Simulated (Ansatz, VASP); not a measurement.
Al in VASP and in Ansatz

File INCAR:

```
SYSTEM = Al
  PREC = Accurate
  ENCUT = 520
  EDIFF = 1E-6
  ISMEAR = 0
  SIGMA = 0.15
  LREAL = .False.
  LASPH = .True.
  NELM = 80
  ALGO = Fast
  ISIF = 2
  LWAVE = .False.
  LCHARG = .False.
  GGA = PS
  NBANDS = 8
```

The input KPOINTS:

```
Automatic mesh
0
Gamma
  20 20 20
  0 0 0
```

Contents of POSCAR:

```
Al
1.0
   -1.6150869704      1.6150869704      1.5434821293
    1.6150869704     -1.6150869704      1.5434821293
    1.6150869704      1.6150869704     -1.5434821293
Al
1
Direct
    0.0000000000      0.0000000000      0.0000000000
```

Input for Ansatz:

```yaml
crystal:
  lattice:
    - [-1.6150869704, 1.6150869704, 1.5434821293]
    - [1.6150869704, -1.6150869704, 1.5434821293]
    - [1.6150869704, 1.6150869704, -1.5434821293]
  atoms:
    - { symbol: Al, position: [0.0, 0.0, 0.0] }
basis:
  ecutwfc: 420
kpoints:
  mp_grid: { grid: [20, 20, 20] }
hamiltonian:
  xc: pbesol
scf:
  occupations: { method: gaussian, width: 0.15 }
output:
  forces: true
  stress: true
  eigenvalues: true
```

Change from the starting cell: strain +0.015 along x and y, -0.030 along z, atoms carried along.

Alike in both runs: task single point; functional PBEsol; k mesh 20 × 20 × 20; occupations gaussian, width 0.15 eV; no spin polarisation.

```csv
,VASP,Ansatz
version,VASP 6.6.1,Ansatz 0.2.0
potentials or method,"VASP PAW PBE potentials, release 64 (Al), cutoff 520 eV","scalar-relativistic, plane waves, PAW"
valence electrons in the cell,3,3
```

VASP gave:

- gap on the k mesh at the Fermi level (eV): none
- pressure (GPa): 2.2
- traceless stress, the component that is largest in VASP (GPa): -1.19

Problem. Estimate Ansatz's values.

Solution. gap on the k mesh at the Fermi level (eV): none; pressure (GPa): 2.2; traceless stress, the component that is largest in VASP (GPa): -1.18.

VASP's potentials were made for PBE, not for PBEsol. A gap of «none» marks a metal or a gap that the smearing closes.
